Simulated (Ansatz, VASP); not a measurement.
CsH: VASP beside Ansatz

The input POSCAR:

```
CsH
1.0
    0.0000000000      3.4430400000      2.9329600000
    3.4430400000      0.0000000000      2.9329600000
    3.4430400000      3.4430400000      0.0000000000
Cs H
1 1
Direct
    0.0000000000      0.0000000000      0.0000000000
    0.5000000000      0.5000000000      0.5000000000
```

The input INCAR.step1:

```
  PREC = Accurate
  ENCUT = 520
  ISMEAR = 0
  SIGMA = 0.05
  LREAL = False
  LASPH = True
  NELM = 60
  NBANDS = 12
  GGA = PE
  ALGO = Normal
  EDIFF = 1E-4
  LWAVE = True
  LCHARG = False
```

The input INCAR.step2:

```
  PREC = Accurate
  ENCUT = 520
  EDIFF = 1E-7
  ISMEAR = 0
  SIGMA = 0.05
  LREAL = False
  LASPH = True
  NELM = 60
  ALGO = Normal
  ISIF = 2
  LWAVE = False
  LCHARG = False
  METAGGA = R2SCAN
  LMIXTAU = True
  NBANDS = 12
  ISTART = 1
```

The input KPOINTS:

```
regular mesh
0
Gamma
  6 6 6
```

Input for Ansatz:

```yaml
crystal:
  lattice:
    - [0.0, 3.44304, 2.93296]
    - [3.44304, 0.0, 2.93296]
    - [3.44304, 3.44304, 0.0]
  atoms:
    - { symbol: Cs, position: [0.0, 0.0, 0.0] }
    - { symbol: H, position: [0.5, 0.5, 0.5] }
basis:
  ecutwfc: 500
kpoints:
  mp_grid: { grid: [6, 6, 6] }
hamiltonian:
  xc: r2scan
scf:
  occupations: { method: gaussian, width: 0.05 }
output:
  forces: true
  stress: true
  eigenvalues: true
```

Change from the starting cell: strain +0.080 along x and y, -0.080 along z, atoms carried along.

Alike in both runs: task single point; functional r2SCAN; k mesh 6 × 6 × 6; occupations gaussian, width 0.05 eV; no spin polarisation.

|  | VASP | Ansatz |
| --- | --- | --- |
| version | VASP 6.6.1 | Ansatz 0.2.0 |
| potentials or method | VASP PAW PBE potentials, release 64 (Cs_sv, H), cutoff 520 eV | scalar-relativistic, plane waves, PAW |
| valence electrons in the cell | 10 | 10 |

```tsv
	VASP	Ansatz	Ansatz less VASP
gap on the k mesh at the Fermi level (eV)	2.61	2.62	+0.017
least direct gap on the mesh (eV)	2.61	2.62	+0.017
pressure (GPa)	0.0	0.0	-0.02
traceless stress, the component that is largest in VASP (GPa)	2.44	2.39	-0.051
```

VASP's potentials were made for PBE, not for r2SCAN. The functional is the same, so the differences come from potentials, cutoffs and numerics.

Spin-orbit coupling is off throughout.
